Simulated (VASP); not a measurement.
Here is a VASP 6.6.1 calculation.

Contents of INCAR:

```
SYSTEM = SnO2
PREC = Accurate
ENCUT = 520
EDIFF = 1E-6
ISMEAR = 0
SIGMA = 0.05
LREAL = .FALSE.
LASPH = .TRUE.
NELM = 80
ALGO = Normal
ISIF = 2
LWAVE = .FALSE.
LCHARG = .FALSE.
GGA = CA
NBANDS = 35
```

File KPOINTS:

```
Automatic mesh
0
G
  6 6 8
  0 0 0
```

POSCAR

```
SnO2
1.0
    4.7201335122      0.0000000000      0.0000000000
    0.0000000000      4.7206343096      0.0000000000
    0.0000000000      0.0000000000      3.1888226875
Sn O
2 4
Direct
    0.5000000000      0.5000000000      0.5000000000
    0.0000000000      0.0000000000      0.0000000000
    0.3194298605      0.2927314651      0.0000000000
    0.8194298605      0.2072685349      0.5000000000
    0.1805701395      0.7927314651      0.5000000000
    0.6805701395      0.7072685349      0.0000000000
```

Potentials or basis: VASP PAW LDA potentials, release 64 (Sn_d, O).

Command:

```console
$ cat potpaw_LDA.64/Sn_d/POTCAR potpaw_LDA.64/O/POTCAR > POTCAR
$ mpirun -np 1 vasp_std > vasp.out
```

Task: Estimate the pressure.

Result: 1.0 GPa.

Task: What does it give for the band gap on the k mesh?

Result: 1.27 eV.

Stress tensor (GPa, compression positive):
```
1.28 0.00 0.00
0.00 0.28 0.00
0.00 0.00 1.30
```

Caveat: the cell differs from its parent crystal (atoms displaced along a vibrational mode); spin-orbit coupling is left out, which moves the levels of the heavy elements.
